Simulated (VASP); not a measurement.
Runs of VASP 6.6.1 on Si2Mo. The structure is that of space group I4/mmm (No. 139), or close to it. The cells are those of the table. 

```csv
cell,gap on the mesh (eV),pressure (GPa),largest force (eV/Å)
"a = 4.710 Å, angles 138.7, 138.7, 59.9°, 3 atoms",none,(b),0.52
"a = 4.474 Å, angles 138.7, 138.7, 59.9°, 3 atoms",none,3.6,0.30
"a = 4.346 Å, angles 138.7, 138.7, 59.9°, 3 atoms",none,(a),0.15
"a = 4.653 Å, angles 138.7, 138.7, 59.9°, 3 atoms",none,-18.7,0.48
"a = 4.595 Å, angles 138.7, 138.7, 59.9°, 3 atoms",none,-12.9,0.43
"a = 4.411 Å, angles 138.7, 138.7, 59.9°, 3 atoms",none,15.0,0.23
"a = 4.535 Å, angles 138.7, 138.7, 59.9°, 3 atoms",none,-5.5,0.37
```

Alike in all rows: task single point; level LDA; potentials or basis VASP PAW LDA potentials, release 64 (Si, Mo_sv); no spin polarisation; k mesh 13 × 13 × 13; cutoff (eV) 520; smearing methfessel-paxton 0.15 eV.

Task: Fill in the values left out.

Result: (a) 29.2; (b) -23.3.

A k mesh can miss the band edges, and the runs leave out spin-orbit coupling on Mo.

A gap of «none» marks levels without a gap at the run's occupations.
